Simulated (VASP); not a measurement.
Here is a VASP 6.6.1 calculation.

The input INCAR:

```
  PREC = Accurate
  ENCUT = 520
  EDIFF = 1E-6
  ISMEAR = -1
  SIGMA = 0.05
  LREAL = False
  LASPH = True
  NELM = 80
  ALGO = Normal
  ISIF = 2
  LWAVE = False
  LCHARG = False
  GGA = PE
  NBANDS = 26
```

The input KPOINTS:

```
Automatic mesh
0
Gamma
  9 9 5
```

Contents of POSCAR:

```
ZnO
1.0
    3.2708272232      0.0000000000      0.0000000000
   -1.6354136116      2.8326194666      0.0000000000
    0.0000000000      0.0000000000      5.2401848988
Zn O
2 2
Direct
    0.6666666667      0.3333333333      0.0000000000
    0.3333333333      0.6666666667      0.5000000000
    0.3333333333      0.6666666667      0.8790100000
    0.6666666667      0.3333333333      0.3790100000
```

Potentials or basis: VASP PAW PBE potentials, release 64 (Zn, O).

Run with:

```sh
$ cat potpaw_PBE.64/Zn/POTCAR potpaw_PBE.64/O/POTCAR > POTCAR
$ mpirun -np 1 vasp_std > vasp.out
```

Problem. Estimate the pressure.

Solution. 3.0 GPa.

Problem. What does it give for the band gap on the k mesh?

Solution. 0.76 eV, direct.

Forces on the atoms (eV/Å):
```
Zn   0.000  0.000 -0.067
Zn   0.000  0.000 -0.067
O    0.000  0.000  0.067
O    0.000  0.000  0.067
```
